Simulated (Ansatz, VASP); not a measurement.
# Au in VASP and in Ansatz

```
Au
1.0
     2.90000    0.00000    0.00000
    -1.45000    2.51147    0.00000
     0.00000    0.00000    4.88000
Au
2
Direct
  0.33333 0.66667 0.75000
  0.66667 0.33333 0.25000
```

Alike in both runs: task electric field gradients; functional PBE; k mesh 14 × 14 × 8; occupations fermi-dirac, width 0.03 eV; non-collinear spin, spin-orbit coupling.

|  | VASP | Ansatz |
| --- | --- | --- |
| version | VASP 6.6.1 | Ansatz 0.2.0 |
| potentials or method | VASP PAW PBE potentials, release 64 (Au) | PAW with Ansatz's default frozen-core files, fully relativistic files with spin-orbit coupling |
| plane-wave cutoff (eV) | 400 | 420 |
| valence electrons in the cell | 22 | 38 |

|  | VASP | Ansatz | Ansatz less VASP |
| --- | --- | --- | --- |
| pressure (GPa) | 0.5 | 0.4 | -0.14 |
| traceless stress, the component that is largest in VASP (GPa) | -0.50 | -0.48 | +0.020 |
| net moment per atom (μB) | 0.00 | 0.00 | 0.000 |
| size of Vzz on the site where it differs most (V/Å²) | 26.6 | 14.9 | -11.69 |

VASP's potentials hold 22 valence electrons a cell and Ansatz's 38, so a difference there can come from the potentials and not from the codes.
